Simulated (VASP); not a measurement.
Here is a VASP 6.6.1 calculation.

File INCAR:

```
SYSTEM = NaCl
ALGO = Normal
EDIFF = 1E-6
ENCUT = 520
GGA = PE
ISIF = 2
ISMEAR = 0
LASPH = .TRUE.
LCHARG = .TRUE.
LELF = .TRUE.
LREAL = .FALSE.
LVHAR = .TRUE.
LWAVE = .FALSE.
NBANDS = 14
NELM = 80
PREC = Accurate
SIGMA = 0.05
```

The input KPOINTS:

```
k-points
0
G
  8 8 8
  0 0 0
```

File POSCAR:

```
NaCl
1.0
    0.0000000000      2.8317500000      2.8317500000
    2.8317500000      0.0000000000      2.8317500000
    2.8317500000      2.8317500000      0.0000000000
Na Cl
1 1
Direct
    0.0000000000      0.0000000000      0.0000000000
    0.4812720019      0.5187279981      0.5000000000
```

Potentials or basis: VASP PAW PBE potentials, release 64 (Na_pv, Cl).

Launch:

```bash
$ cat potpaw_PBE.64/Na_pv/POTCAR potpaw_PBE.64/Cl/POTCAR > POTCAR
$ mpirun -np 1 vasp_std > vasp.out
```

Q: Estimate the pressure.

A: 0.5 GPa.

Q: What does it give for the band gap on the k mesh?

A: 5.06 eV.

Q: Predict the largest force.

A: 0.098 eV/Å.

Stress tensor (GPa, compression positive):
```
0.49 0.02 0.00
0.02 0.49 0.00
0.00 0.00 0.38
```

Caveat: the cell differs from its parent crystal (all Cl atoms moved +0.075 Å, as atom 2 along Cartesian [1 -1 0]). A k mesh can miss the band edges.
